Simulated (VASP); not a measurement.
# SnTe (P6_3/mmc) in VASP: further runs, part 2 of 2

VASP 6.6.1.

### 3 Single point, r2SCAN (41.59 Å³/atom)

This run uses another cell than the first one, of 41.59 Å³/atom.

File POSCAR:

```
SnTe
1.0
    5.4412500867      0.0000000000      0.0000000000
   -2.7206250433      4.7122608034      0.0000000000
    0.0000000000      0.0000000000      6.4875382362
Sn Te
2 2
Direct
    0.3333333333      0.6666666667      0.2500000000
    0.6666666667      0.3333333333      0.7500000000
    0.6666666667      0.3333333333      0.2500000000
    0.3333333333      0.6666666667      0.7500000000
```

File INCAR.step1:

```
ALGO     = Normal         # electronic algorithm
EDIFF    = 1E-4           # SCF threshold, eV
ENCUT    = 520            # plane-wave cutoff, eV
GGA      = PE             # functional
ISMEAR   = 0              # smearing method
LASPH    = True           # aspherical terms in the spheres
LCHARG   = False          # write CHGCAR
LREAL    = False          # projectors in reciprocal space
LWAVE    = True           # write WAVECAR
NBANDS   = 28             # bands
NELM     = 60             # most SCF steps
PREC     = Accurate       # precision mode
SIGMA    = 0.01           # smearing width, eV
```

File INCAR.step2:

```
ALGO     = Normal         # electronic algorithm
EDIFF    = 1E-6           # SCF threshold, eV
ENCUT    = 520            # plane-wave cutoff, eV
ISIF     = 2              # what is computed and relaxed
ISMEAR   = 0              # smearing method
ISTART   = 1            
LASPH    = True           # aspherical terms in the spheres
LCHARG   = False          # write CHGCAR
LMIXTAU  = True         
LREAL    = False          # projectors in reciprocal space
LWAVE    = False          # write WAVECAR
METAGGA  = R2SCAN         # meta-GGA
NBANDS   = 28             # bands
NELM     = 60             # most SCF steps
PREC     = Accurate       # precision mode
SIGMA    = 0.01           # smearing width, eV
```

File KPOINTS:

```
k-points
0
Gamma
  6 6 4
```

Potentials or basis: VASP PAW PBE potentials, release 64 (Sn_d, Te).

The run is started by

```
$ cat potpaw_PBE.64/Sn_d/POTCAR potpaw_PBE.64/Te/POTCAR > POTCAR
$ cp INCAR.step1 INCAR
$ mpirun -np 1 vasp_std > vasp.out
$ cp INCAR.step2 INCAR
$ mpirun -np 1 vasp_std > vasp.out
```

OUTCAR:

```text
EDIFF = 1E-6
   ENCUT = 520
   ISIF = 2
   ISMEAR = 0
   ISTART = 1
   LASPH = True
   LREAL = False
   METAGGA = R2SCAN
   NELM = 60
   PREC = Accurate

 ion  position               nearest neighbor table
   1  0.333  0.667  0.250-   3 3.14   3 3.14   3 3.14   4 3.24   4 3.24
   2  0.667  0.333  0.750-   4 3.14   4 3.14   4 3.14   3 3.24   3 3.24
   3  0.667  0.333  0.250-   1 3.14   1 3.14   1 3.14   2 3.24   2 3.24
   4  0.333  0.667  0.750-   2 3.14   2 3.14   2 3.14   1 3.24   1 3.24

  LATTYP: Found a hexagonal cell.
 ALAT       =     5.4412500867
 C/A-ratio  =     1.1922881935

  Lattice vectors:

 A1 = (   5.4412500867,   0.0000000000,   0.0000000000)
 A2 = (  -2.7206250433,   4.7122608034,   0.0000000000)
 A3 = (   0.0000000000,   0.0000000000,   6.4875382362)

Analysis of symmetry for initial positions (statically):
=====================================================================
 Subroutine PRICEL returns:
 Original cell was already a primitive cell.

 Routine SETGRP: Setting up the symmetry group for a
 hexagonal supercell.

 Subroutine GETGRP returns: Found 24 space group operations
 (whereof 12 operations were pure point group operations)
 out of a pool of 24 trial point group operations.

The static configuration has the point symmetry D_3d.
 The point group associated with its full space group is D_6h.

Analysis of symmetry for dynamics (positions and initial velocities):
=====================================================================
 Subroutine PRICEL returns:
 Original cell was already a primitive cell.

 Routine SETGRP: Setting up the symmetry group for a
 hexagonal supercell.

 Subroutine GETGRP returns: Found 24 space group operations
[... 117 lines left out ...]
   EMIN   =  10.00;   EMAX   =-10.00  energy-range for DOS
   EFERMI =   0.00;   METHOD = LEGACY
   ISMEAR =     0;   SIGMA  =   0.01  broadening in eV -4-tet -1-fermi 0-gaus
   EFERMI_NEDOS =   21; number of points for ismear=-14 and -15
   IALGO  =     38    algorithm
   IMIX   =      4    mixing-type and parameters
     AMIX     =   0.40;   BMIX     =  1.00
     AMIX_MAG =   1.60;   BMIX_MAG =  1.00
  volume/ion in A,a.u.               =      41.59       280.64
  Fermi-wavevector in a.u.,A,eV,Ry     =   1.018026  1.923790 14.100763  1.036377
  Thomas-Fermi vector in A             =   2.151460
   LORBIT       =      0    0 simple, 1 ext, 2 COOP (PROOUT), +10 PAW based schemes
   METAGGA = R2SCAN    functional components
   LHFCALC =     F    Hartree Fock is set to
   AEXX    =    0.0000 exact exchange contribution
   IVDW    =     0    specifies the selected vdW correction
   LEPSILON=     F    determine dielectric tensor
   LRPA    =     F    only Hartree local field effects (RPA)
 non-spin polarized calculation
 Gauss-broadening in eV      SIGMA  =   0.01
  energy-cutoff  :      520.00
  volume of cell :      166.34
 maximum number of plane-waves:      4512
   NGX = 21   NGY = 21   NGZ = 25

 number of electron      40.0000009 magnetization

 Free energy of the ion-electron system (eV)
  ---------------------------------------------------
  ext. energy  EPLUGINS =         0.00000000
  ---------------------------------------------------
  free energy    TOTEN  =      -100.75202595 eV

  energy without entropy =     -100.75202595  energy(sigma->0) =     -100.75202595

 E-fermi :   4.1627     XC(G=0):  -8.5050

 val. band max:        4.0955494269   @ k =   0.3333   0.3333   0.5000
 cond. band min:       4.6973459092   @ k =   0.3333   0.3333   0.5000
 fundamental gap:      0.6017964823
 Fermi energy:         4.1627269951

 k-point     1 :       0.0000    0.0000    0.0000
  band No.  band energies     occupation
      1     -18.5031      2.00000
      2     -18.5031      2.00000
      3     -18.5028      2.00000
      4     -18.5027      2.00000
      5     -18.5025      2.00000
      6     -18.4906      2.00000
[... 640 lines left out ...]
     27       9.0825      0.00000
     28       9.0825      0.00000

------------------------ aborting loop because EDIFF is reached ----------------------------------------

  FORCE on cell =-STRESS in cart. coord.  units (eV):
  Direction    XX          YY          ZZ          XY          YZ          ZX
  --------------------------------------------------------------------------------------
  -------------------------------------------------------------------------------------
  Total       -0.9279079     -0.9279079     -0.9810278     -0.0000000      0.0000000      0.0000000
  in kB       -8.9373242     -8.9373242     -9.4489592     -0.0000000      0.0000000      0.0000000
  external PRESSURE =      -9.1078692 kB  Pullay stress =       0.0000000 kB

 VOLUME and BASIS-vectors are now :
 -----------------------------------------------------------------------------
  energy-cutoff  :      520.00
  volume of cell :      166.34
      direct lattice vectors                 reciprocal lattice vectors
     5.441250087  0.000000000  0.000000000     0.183781297  0.106106181  0.000000000
    -2.720625043  4.712260803  0.000000000     0.000000000  0.212212363  0.000000000
     0.000000000  0.000000000  6.487538236     0.000000000  0.000000000  0.154141673

 POSITION                                       TOTAL-FORCE (eV/Angst)
 -----------------------------------------------------------------------------------
     -0.00000      3.14151      1.62188         0.000000      0.000000      0.000000
      2.72063      1.57075      4.86565        -0.000000     -0.000000      0.000000
      2.72063      1.57075      1.62188         0.000000     -0.000000      0.000000
     -0.00000      3.14151      4.86565         0.000000      0.000000      0.000000
 -----------------------------------------------------------------------------------
    total drift:                                0.000000     -0.000000      0.000000

  FREE ENERGIE OF THE ION-ELECTRON SYSTEM (eV)
  ---------------------------------------------------
  free  energy   TOTEN  =      -100.7520259512 eV

  energy  without entropy=     -100.7520259512  energy(sigma->0) =     -100.75202595
```

Run time: 6 min. Hardware: 1 thread of Intel Xeon 8259CL, shared host; peak memory 0.34 GiB.

Results:

```
Free energy            : -100.7520 eV
Pressure               : -0.9 GPa
Band gap on the k mesh : 0.60 eV
```

Caveat: the PAW data sets were made with another functional, which shifts forces and pressure a little; spin-orbit coupling is left out, which moves the levels of the heavy elements. A k mesh can miss the band edges.

### 4 Single point, r2SCAN (42.80 Å³/atom)

This run uses another cell than the first one, of 42.80 Å³/atom.

File POSCAR:

```
SnTe
1.0
    5.4935730088      0.0000000000      0.0000000000
   -2.7467865044      4.7575737832      0.0000000000
    0.0000000000      0.0000000000      6.5499222385
Sn Te
2 2
Direct
    0.3333333333      0.6666666667      0.2500000000
    0.6666666667      0.3333333333      0.7500000000
    0.6666666667      0.3333333333      0.2500000000
    0.3333333333      0.6666666667      0.7500000000
```

File INCAR.step1:

```
  PREC = Accurate
  ENCUT = 520
  ISMEAR = 0
  SIGMA = 0.01
  LREAL = F
  LASPH = T
  NELM = 60
  NBANDS = 28
  GGA = PE
  ALGO = Normal
  EDIFF = 1E-4
  LWAVE = T
  LCHARG = F
```

File INCAR.step2:

```
  PREC = Accurate
  ENCUT = 520
  EDIFF = 1E-6
  ISMEAR = 0
  SIGMA = 0.01
  LREAL = F
  LASPH = T
  NELM = 60
  ALGO = Normal
  ISIF = 2
  LWAVE = F
  LCHARG = F
  METAGGA = R2SCAN
  LMIXTAU = T
  NBANDS = 28
  ISTART = 1
```

File KPOINTS:

```
regular mesh
0
Gamma
  6 6 4
```

Potentials or basis: VASP PAW PBE potentials, release 64 (Sn_d, Te).

The run is started by

```
$ cat potpaw_PBE.64/Sn_d/POTCAR potpaw_PBE.64/Te/POTCAR > POTCAR
$ cp INCAR.step1 INCAR
$ mpirun -np 1 vasp_std > vasp.out
$ cp INCAR.step2 INCAR
$ mpirun -np 1 vasp_std > vasp.out
```

OUTCAR:

```text
PREC = Accurate
   ENCUT = 520
   EDIFF = 1E-6
   ISMEAR = 0
   LREAL = F
   LASPH = T
   NELM = 60
   ISIF = 2
   METAGGA = R2SCAN
   ISTART = 1

 ion  position               nearest neighbor table
   1  0.333  0.667  0.250-   3 3.17   3 3.17   3 3.17   4 3.27   4 3.27
   2  0.667  0.333  0.750-   4 3.17   4 3.17   4 3.17   3 3.27   3 3.27
   3  0.667  0.333  0.250-   1 3.17   1 3.17   1 3.17   2 3.27   2 3.27
   4  0.333  0.667  0.750-   2 3.17   2 3.17   2 3.17   1 3.27   1 3.27

[... 848 lines left out ...]
  Direction    XX          YY          ZZ          XY          YZ          ZX
  --------------------------------------------------------------------------------------
  -------------------------------------------------------------------------------------
  Total       -1.8013053     -1.8013053     -1.8922161      0.0000000      0.0000000      0.0000000
  in kB      -16.8585935    -16.8585935    -17.7094359      0.0000000      0.0000000      0.0000000
  external PRESSURE =     -17.1422077 kB  Pullay stress =       0.0000000 kB

 VOLUME and BASIS-vectors are now :
 -----------------------------------------------------------------------------
  energy-cutoff  :      520.00
  volume of cell :      171.19
      direct lattice vectors                 reciprocal lattice vectors
     5.493573009  0.000000000  0.000000000     0.182030893  0.105095585  0.000000000
    -2.746786504  4.757573783  0.000000000     0.000000000  0.210191170  0.000000000
     0.000000000  0.000000000  6.549922238     0.000000000  0.000000000  0.152673568

 POSITION                                       TOTAL-FORCE (eV/Angst)
 -----------------------------------------------------------------------------------
     -0.00000      3.17172      1.63748        -0.000000      0.000000      0.000000
      2.74679      1.58586      4.91244         0.000000     -0.000000      0.000000
      2.74679      1.58586      1.63748        -0.000000      0.000000      0.000000
     -0.00000      3.17172      4.91244        -0.000000     -0.000000      0.000000
 -----------------------------------------------------------------------------------
    total drift:                               -0.000000      0.000000     -0.000000

  FREE ENERGIE OF THE ION-ELECTRON SYSTEM (eV)
  ---------------------------------------------------
  free  energy   TOTEN  =      -100.7128311478 eV

  energy  without entropy=     -100.7128311478  energy(sigma->0) =     -100.71283115
```

OSZICAR.step1:

```text
N       E                     dE             d eps       ncg     rms          rms(c)
DAV:   1     0.324797438773E+03    0.32480E+03   -0.18532E+04  1180   0.154E+03
DAV:   2     0.273056995021E+02   -0.29749E+03   -0.29073E+03  1208   0.380E+02
DAV:   3    -0.129181110534E+02   -0.40224E+02   -0.39212E+02  1420   0.140E+02
DAV:   4    -0.148172841237E+02   -0.18992E+01   -0.18926E+01  1380   0.310E+01
DAV:   5    -0.148847245295E+02   -0.67440E-01   -0.67432E-01  1572   0.618E+00    0.541E+00
DAV:   6    -0.146403435310E+02    0.24438E+00   -0.58100E-01  1372   0.342E+00    0.356E+00
DAV:   7    -0.146389685480E+02    0.13750E-02   -0.19359E-01  1440   0.147E+00    0.115E+00
DAV:   8    -0.146395960248E+02   -0.62748E-03   -0.22926E-02  1268   0.891E-01    0.454E-01
DAV:   9    -0.146411040674E+02   -0.15080E-02   -0.32254E-03  1260   0.309E-01    0.781E-02
DAV:  10    -0.146413060352E+02   -0.20197E-03   -0.55871E-04  1096   0.132E-01    0.446E-02
DAV:  11    -0.146416491410E+02   -0.34311E-03   -0.62409E-04  1036   0.939E-02    0.557E-02
DAV:  12    -0.146416432748E+02    0.58661E-05   -0.32591E-05   832   0.352E-02
   1 F= -.14641643E+02 E0= -.14641643E+02  d E =-.733320E-25
```

Run time: 9.2 min. Hardware: 1 thread of Intel Xeon 8259CL, shared host; peak memory 0.37 GiB.

What came out:

```yaml
Free_energy: -100.7128 eV
Pressure: -1.7 GPa
Band_gap_on_the_k_mesh: 0.67 eV
```

Stress tensor (GPa, compression positive):
```
-1.69  0.00  0.00
 0.00 -1.69  0.00
 0.00  0.00 -1.77
```

Caveat: the PAW data sets were made with another functional, which shifts forces and pressure a little; spin-orbit coupling is left out, which moves the levels of the heavy elements.

### 5 Summary

```csv
cell,gap on the mesh (eV),pressure (GPa)
"a = 5.388, b = 5.388, c = 6.424 Å, angles 90.0, 90.0, 120.0°, 4 atoms",0.51,0.0
"a = 5.441, b = 5.441, c = 6.488 Å, angles 90.0, 90.0, 120.0°, 4 atoms",0.60,-0.9
"a = 5.494, b = 5.494, c = 6.550 Å, angles 90.0, 90.0, 120.0°, 4 atoms",0.67,-1.7
```

Alike in all rows: task single point; level r2SCAN; potentials or basis VASP PAW PBE potentials, release 64 (Sn_d, Te); no spin polarisation; k mesh 6 × 6 × 4; cutoff (eV) 520; smearing gaussian 0.01 eV.

Caveats: the PAW data sets were made with another functional, which shifts forces and pressure a little; spin-orbit coupling is left out, which moves the levels of the heavy elements.

Absolute energies hang on the potentials; compare differences alone.
